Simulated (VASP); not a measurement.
# Zn2Si2N (P4/mmm) in VASP: further runs

Runs on Zn2Si2N. Level: PBE. Tasks: single point.

All numbers are computed with VASP 6.6.1; they aren't measurements. Logs are shortened: lines on timing, memory, paths and dates and some standing lists are left out, and cuts for length are marked.

**1. The cell of the first run**

The structure is tetragonal, space group P4/mmm (No. 123). Conventional cell: a = 3.637 Å, b = 3.637 Å, c = 5.746 Å, α = 90.00°, β = 90.00°, γ = 90.00°. Zn (site symmetry 4mm) has 1 N at 1.52 Å within 2.0 Å. Si (site symmetry mmm) has 4 Zn at 2.26 Å and 4 Si at 2.57 Å within 3.0 Å. N (site symmetry 4/mmm) has 2 Zn at 1.52 Å within 2.0 Å.

**2. Single point, PBE**

INCAR

```
ALGO = Normal
EDIFF = 1E-6
ENCUT = 520
GGA = PE
ISIF = 2
ISMEAR = 0
LASPH = T
LCHARG = F
LREAL = F
LWAVE = F
NBANDS = 26
NELM = 80
PREC = Accurate
SIGMA = 0.1
```

KPOINTS

```
k-points
0
Gamma
  6 6 4
```

POSCAR

```
Zn2Si2N
1.0
    3.6370033600      0.0000000000      0.0000000000
    0.0000000000      3.6370033600      0.0000000000
    0.0000000000      0.0000000000      5.7455930500
Zn Si N
2 2 1
Direct
    0.0000000000      0.0000000000      0.2651146300
    0.0000000000      0.0000000000      0.7348853700
    0.0000000000      0.5000000000      0.5000000000
    0.5000000000      0.0000000000      0.5000000000
    0.0000000000      0.0000000000      0.0000000000
```

Potentials or basis: VASP PAW PBE potentials, release 64 (Zn, Si, N).

On the command line:

```sh
> cat potpaw_PBE.64/Zn/POTCAR potpaw_PBE.64/Si/POTCAR potpaw_PBE.64/N/POTCAR > POTCAR
> mpirun -np 1 vasp_std > vasp.out
```

OUTCAR:

```text
EDIFF = 1E-6
   ENCUT = 520
   GGA = PE
   ISIF = 2
   ISMEAR = 0
   LASPH = T
   LREAL = F
   NELM = 80
   PREC = Accurate

 ion  position               nearest neighbor table
   1  0.000  0.000  0.265-   5 1.52   4 2.26   3 2.26   3 2.26   4 2.26   2 2.70   2 3.05
   2  0.000  0.000  0.735-   5 1.52   4 2.26   3 2.26   3 2.26   4 2.26   1 2.70   1 3.05
   3  0.000  0.500  0.500-   1 2.26   2 2.26   1 2.26   2 2.26   4 2.57   4 2.57   4 2.57   4 2.57

   4  0.500  0.000  0.500-   1 2.26   2 2.26   1 2.26   2 2.26   3 2.57   3 2.57   3 2.57   3 2.57

   5  0.000  0.000  0.000-   1 1.52   2 1.52

  LATTYP: Found a simple tetragonal cell.
 ALAT       =     3.6370033600
 C/A-ratio  =     1.5797601710

  Lattice vectors:

 A1 = (   3.6370033600,   0.0000000000,   0.0000000000)
 A2 = (   0.0000000000,   3.6370033600,   0.0000000000)
 A3 = (   0.0000000000,   0.0000000000,   5.7455930500)

Analysis of symmetry for initial positions (statically):
=====================================================================
 Subroutine PRICEL returns:
 Original cell was already a primitive cell.

 Routine SETGRP: Setting up the symmetry group for a
 simple tetragonal supercell.

 Subroutine GETGRP returns: Found 16 space group operations
 (whereof 16 operations were pure point group operations)
 out of a pool of 16 trial point group operations.

The static configuration has the point symmetry D_4h.

Analysis of symmetry for dynamics (positions and initial velocities):
=====================================================================
 Subroutine PRICEL returns:
 Original cell was already a primitive cell.

 Routine SETGRP: Setting up the symmetry group for a
 simple tetragonal supercell.

 Subroutine GETGRP returns: Found 16 space group operations
 (whereof 16 operations were pure point group operations)
 out of a pool of 16 trial point group operations.

The dynamic configuration has the point symmetry D_4h.

 Subroutine INISYM returns: Found 16 space group operations
 (whereof 16 operations are pure point group operations),
 and found     1 'primitive' translations

----------------------------------------------------------------------------------------

                                     Primitive cell

  volume of cell :      76.0015

  direct lattice vectors                    reciprocal lattice vectors
     3.637003360  0.000000000  0.000000000     0.274951629  0.000000000  0.000000000
     0.000000000  3.637003360  0.000000000     0.000000000  0.274951629  0.000000000
     0.000000000  0.000000000  5.745593050     0.000000000  0.000000000  0.174046437

  length of vectors
     3.637003360  3.637003360  5.745593050     0.274951629  0.274951629  0.174046437

  position of ions in fractional coordinates (direct lattice)
     0.000000000  0.000000000  0.265114630
     0.000000000  0.000000000  0.734885370
     0.000000000  0.500000000  0.500000000
     0.500000000  0.000000000  0.500000000
     0.000000000  0.000000000  0.000000000

  ion indices of the primitive-cell ions
   primitive index   ion index
                 1           1
                 2           2
                 3           3
                 4           4
                 5           5

----------------------------------------------------------------------------------------

 KPOINTS: k-points

Automatic generation of k-mesh.
 Grid dimensions read from file:
 generate k-points for:    6    6    4

 Generating k-lattice:

  Cartesian coordinates                     Fractional coordinates (reciprocal lattice)
     0.045825272  0.000000000  0.000000000     0.166666667  0.000000000  0.000000000
     0.000000000  0.045825272  0.000000000     0.000000000  0.166666667  0.000000000
     0.000000000  0.000000000  0.043511609     0.000000000  0.000000000  0.250000000

  Length of vectors
     0.045825272  0.045825272  0.043511609

  Shift w.r.t. Gamma in fractional coordinates (k-lattice)
     0.000000000  0.000000000  0.000000000

 Subroutine IBZKPT returns following result:
 ===========================================

 Found     30 irreducible k-points:

 Following reciprocal coordinates:
            Coordinates               Weight
  0.000000  0.000000  0.000000      1.000000
  0.166667  0.000000  0.000000      4.000000
  0.333333  0.000000  0.000000      4.000000
  0.500000  0.000000  0.000000      2.000000
  0.166667  0.166667  0.000000      4.000000
  0.333333  0.166667  0.000000      8.000000
[... 16 lines left out ...]
  0.333333  0.000000  0.500000      4.000000
  0.500000  0.000000  0.500000      2.000000
 [... further k-points ...]
   k-points           NKPTS =     30   k-points in BZ     NKDIM =     30   number of bands    NBANDS=     26
   number of dos      NEDOS =    301   number of ions     NIONS =      5
   total plane-waves  NPLWV =  37632
   dimension x,y,z NGX =    28 NGY =   28 NGZ =   48
   dimension x,y,z NGXF=    56 NGYF=   56 NGZF=   96
   ions per type =               2   2   1
   NGX,Y,Z   is equivalent  to a cutoff of  12.80, 12.80, 13.89 a.u.
   NGXF,Y,Z  is equivalent  to a cutoff of  25.60, 25.60, 27.78 a.u.
 SYSTEM =  unknown system
   PREC   = accura    normal or accurate (medium, high low for compatibility)
   ISTART =      0    job   : 0-new  1-cont  2-samecut
   ICHARG =      2    charge: 1-file 2-atom 10-const
   ISPIN  =      1    spin polarized calculation?
   LNONCOLLINEAR =      F non collinear calculations
   LSORBIT =      F    spin-orbit coupling
   LASPH  =      T    aspherical Exc in radial PAW
   ENCUT  =  520.0 eV  38.22 Ry    6.18 a.u.   6.76  6.76 10.68*2*pi/ulx,y,z
   NELM   =     80;   NELMIN=  2; NELMDL= -5     # of ELM steps
   EDIFF  = 0.1E-05   stopping-criterion for ELM
   LREAL  =      F    real-space projection
   EDIFFG = 0.1E-04   stopping-criterion for IOM
   NSW    =      0    number of steps for IOM
   IBRION =     -1    ionic relax: 0-MD 1-quasi-New 2-CG
   NFREE  =      0    steps in history (QN), initial steepest desc. (CG)
   ISIF   =      2    stress and relaxation
   ISYM   =      2    0-nonsym 1-usesym 2-fastsym
   POTIM  = 0.5000    time-step for ionic-motion
   TEBEG  =    0.0;   TEEND  =   0.0 temperature during run
   PSTRESS=    0.0 pullay stress
   NELECT =      37.0000    total number of electrons
   NUPDOWN=      -1.0000    fix difference up-down
   EMIN   =  10.00;   EMAX   =-10.00  energy-range for DOS
   EFERMI =   0.00;   METHOD = LEGACY
   ISMEAR =     0;   SIGMA  =   0.10  broadening in eV -4-tet -1-fermi 0-gaus
   EFERMI_NEDOS =   21; number of points for ismear=-14 and -15
   IALGO  =     38    algorithm
   IMIX   =      4    mixing-type and parameters
     AMIX     =   0.40;   BMIX     =  1.00
     AMIX_MAG =   1.60;   BMIX_MAG =  1.00
  volume/ion in A,a.u.               =      15.20       102.58
  Fermi-wavevector in a.u.,A,eV,Ry     =   1.287858  2.433699 22.566327  1.658578
  Thomas-Fermi vector in A             =   2.419847
   LORBIT       =      0    0 simple, 1 ext, 2 COOP (PROOUT), +10 PAW based schemes
   GGA     = PE    functional components
   LHFCALC =     F    Hartree Fock is set to
   AEXX    =    0.0000 exact exchange contribution
   IVDW    =     0    specifies the selected vdW correction
   LEPSILON=     F    determine dielectric tensor
   LRPA    =     F    only Hartree local field effects (RPA)
 non-spin polarized calculation
 Gauss-broadening in eV      SIGMA  =   0.10
  energy-cutoff  :      520.00
  volume of cell :       76.00
 maximum number of plane-waves:      2088
 NGX is ok and might be reduce to    28
   NGX = 13   NGY = 13   NGZ = 21

 number of electron      36.9999969 magnetization

 Free energy of the ion-electron system (eV)
  ---------------------------------------------------
  ext. energy  EPLUGINS =         0.00000000
  ---------------------------------------------------
  free energy    TOTEN  =       -12.07968145 eV

  energy without entropy =      -12.07049581  energy(sigma->0) =      -12.07508863

 E-fermi :   4.3145     XC(G=0): -10.0798

 val. band max:        4.2794481833   @ k =   0.5000   0.1667   0.0000
 cond. band min:       4.3951600358   @ k =   0.3333   0.1667   0.2500
 fundamental gap:      0.1157118525
 Fermi energy:         4.3145379144

 k-point     1 :       0.0000    0.0000    0.0000
  band No.  band energies     occupation
      1     -11.4577      2.00000
      2      -8.7557      2.00000
      3      -5.8295      2.00000
      4      -5.1388      2.00000
      5      -5.1388      2.00000
      6      -4.5486      2.00000
[... 18 lines left out ...]
     25      11.4381      0.00000
     26      11.5166      0.00000

 k-point     2 :       0.1667    0.0000    0.0000
  band No.  band energies     occupation
      1     -11.4034      2.00000
      2      -8.5253      2.00000
      3      -5.8277      2.00000
      4      -5.2691      2.00000
      5      -5.1248      2.00000
      6      -4.4870      2.00000
[... 18 lines left out ...]
     25      10.3386      0.00000
     26      10.4820      0.00000

 k-point     3 :       0.3333    0.0000    0.0000
  band No.  band energies     occupation
      1     -11.2981      2.00000
      2      -7.8355      2.00000
      3      -5.8241      2.00000
      4      -5.7345      2.00000
      5      -5.0960      2.00000
      6      -4.3406      2.00000
[... 18 lines left out ...]
     25      10.6448      0.00000
     26      11.9695      0.00000

 k-point     4 :       0.5000    0.0000    0.0000
  band No.  band energies     occupation
      1     -11.2470      2.00000
      2      -6.9634      2.00000
      3      -6.5245      2.00000
      4      -5.8224      2.00000
      5      -5.0812      2.00000
      6      -4.1941      2.00000
[... 18 lines left out ...]
     25      10.8976      0.00000
     26      13.1276      0.00000
[... 496 lines left out ...]
      1     -11.1296      2.00000
      2      -9.1067      2.00000
      3      -6.0428      2.00000
      4      -4.9840      2.00000
      5      -4.7801      2.00000
      6      -4.6233      2.00000
[... 18 lines left out ...]
     25      10.3608      0.00000
     26      11.4499      0.00000

 k-point    23 :       0.3333    0.0000    0.5000
  band No.  band energies     occupation
      1     -11.0776      2.00000
      2      -8.4185      2.00000
      3      -6.1609      2.00000
      4      -5.3919      2.00000
      5      -4.7425      2.00000
      6      -4.6711      2.00000
[... 18 lines left out ...]
     25      11.0301      0.00000
     26      11.2278      0.00000

 k-point    24 :       0.5000    0.0000    0.5000
  band No.  band energies     occupation
      1     -11.0512      2.00000
      2      -7.8166      2.00000
      3      -6.4769      2.00000
      4      -5.6253      2.00000
      5      -4.7224      2.00000
      6      -4.6950      2.00000
[... 18 lines left out ...]
     25      12.4393      0.00000
     26      12.6901      0.00000

 [... further k-points ...]
[... 5 lines left out ...]
  --------------------------------------------------------------------------------------
  -------------------------------------------------------------------------------------
  Total       10.0973286     10.0973286     52.8184016      0.0000000     -0.0000000      0.0000000
  in kB      212.8603654    212.8603654   1113.4573071      0.0000000     -0.0000000      0.0000000
  external PRESSURE =     513.0593459 kB  Pullay stress =       0.0000000 kB

 VOLUME and BASIS-vectors are now :
 -----------------------------------------------------------------------------
  energy-cutoff  :      520.00
  volume of cell :       76.00
      direct lattice vectors                 reciprocal lattice vectors
     3.637003360  0.000000000  0.000000000     0.274951629  0.000000000  0.000000000
     0.000000000  3.637003360  0.000000000     0.000000000  0.274951629  0.000000000
     0.000000000  0.000000000  5.745593050     0.000000000  0.000000000  0.174046437

 POSITION                                       TOTAL-FORCE (eV/Angst)
 -----------------------------------------------------------------------------------
      0.00000      0.00000      1.52324         0.000000      0.000000      6.184129
      0.00000      0.00000      4.22235         0.000000      0.000000     -6.184129
      0.00000      1.81850      2.87280         0.000000      0.000000      0.000000
      1.81850      0.00000      2.87280         0.000000      0.000000      0.000000
      0.00000      0.00000      0.00000         0.000000      0.000000      0.000000
 -----------------------------------------------------------------------------------
    total drift:                               -0.000000     -0.000000      0.000000

  FREE ENERGIE OF THE ION-ELECTRON SYSTEM (eV)
  ---------------------------------------------------
  free  energy   TOTEN  =       -12.0796814540 eV

  energy  without entropy=      -12.0704958132  energy(sigma->0) =      -12.07508863
```

Run time: 29 s. Hardware: 1 thread of AMD EPYC 9R45 (Zen 5), shared host; peak memory 0.18 GiB.

Results:

```
Free energy   : -12.0797 eV
Pressure      : 51.3 GPa
Largest force : 6.184 eV/Å
```

Forces in eV/Å, atoms in the order of the input:
```
Zn   0.000  0.000  6.184
Zn   0.000  0.000 -6.184
Si   0.000  0.000  0.000
Si   0.000  0.000  0.000
N    0.000  0.000  0.000
```

Stress tensor (GPa, compression positive):
```
 21.29   0.00   0.00
  0.00  21.29   0.00
  0.00   0.00 111.35
```

Caveat: forces of over 1 eV/Å act on the atoms, so gaps and moduli don't describe the material at rest.

**3. Single point, PBE**

This run uses another cell than the first one, of 18.56 Å³/atom, 1.221 times its volume.

INCAR

```
SYSTEM = Zn2Si2N
ALGO = Normal
EDIFF = 1E-6
ENCUT = 520
GGA = PE
ISIF = 2
ISMEAR = 0
LASPH = .True.
LCHARG = .False.
LREAL = .False.
LWAVE = .False.
NBANDS = 26
NELM = 100
PREC = Accurate
SIGMA = 0.1
```

KPOINTS

```
k-points
0
Gamma
  6 6 4
  0 0 0
```

POSCAR

```
Zn2Si2N
1.0
    3.5316599165      0.0000000000      0.0000000000
    0.0000000000      3.5316599165      0.0000000000
    0.0000000000      0.0000000000      7.4393978622
Zn Si N
2 2 1
Direct
    0.0000000000      0.0000000000      0.2393721315
    0.0000000000      0.0000000000      0.7606278685
    0.0000000000      0.5000000000      0.5000000000
    0.5000000000      0.0000000000      0.5000000000
    0.0000000000      0.0000000000      0.0000000000
```

Potentials or basis: VASP PAW PBE potentials, release 64 (Zn, Si, N).

On the command line:

```sh
> cat potpaw_PBE.64/Zn/POTCAR potpaw_PBE.64/Si/POTCAR potpaw_PBE.64/N/POTCAR > POTCAR
> mpirun -np 1 vasp_std > vasp.out
```

It took 34 s on 1 thread of AMD EPYC 9R45 (Zen 5), shared host; peak memory 0.2 GiB.

Results (log left out):

```
Free energy   : -17.4855 eV
Pressure      : 0.3 GPa
Largest force : 0.118 eV/Å
```

Forces in eV/Å, atoms in the order of the input:
```
Zn   0.000  0.000  0.118
Zn   0.000  0.000 -0.118
Si   0.000  0.000  0.000
Si   0.000  0.000  0.000
N    0.000  0.000  0.000
```

Stress tensor (GPa, compression positive):
```
-0.03  0.00  0.00
 0.00 -0.03  0.00
 0.00  0.00  0.94
```

Levels at points of the mesh, in eV from the Fermi level:
| k point | band 16 | band 17 | band 18 | band 19 | band 20 | band 21 |
| --- | --- | --- | --- | --- | --- | --- |
| (0.00, 0.00, 0.00) | -2.07 | -0.43 | -0.12 | 0.21 | 0.21 | 2.11 |
| (0.50, 0.00, 0.00) | -1.65 | -1.52 | -0.31 | 0.90 | 0.97 | 2.47 |
| (0.50, 0.50, 0.00) | -3.06 | -1.04 | -1.04 | -0.96 | -0.96 | 0.10 |
| (0.00, 0.00, 0.50) | -1.94 | -0.43 | -0.04 | -0.04 | 1.18 | 3.21 |
| (0.50, 0.00, 0.50) | -3.11 | -0.19 | 0.13 | 0.34 | 0.97 | 2.04 |
| (0.50, 0.50, 0.50) | -2.70 | -2.11 | -2.11 | -0.96 | 0.46 | 0.46 |
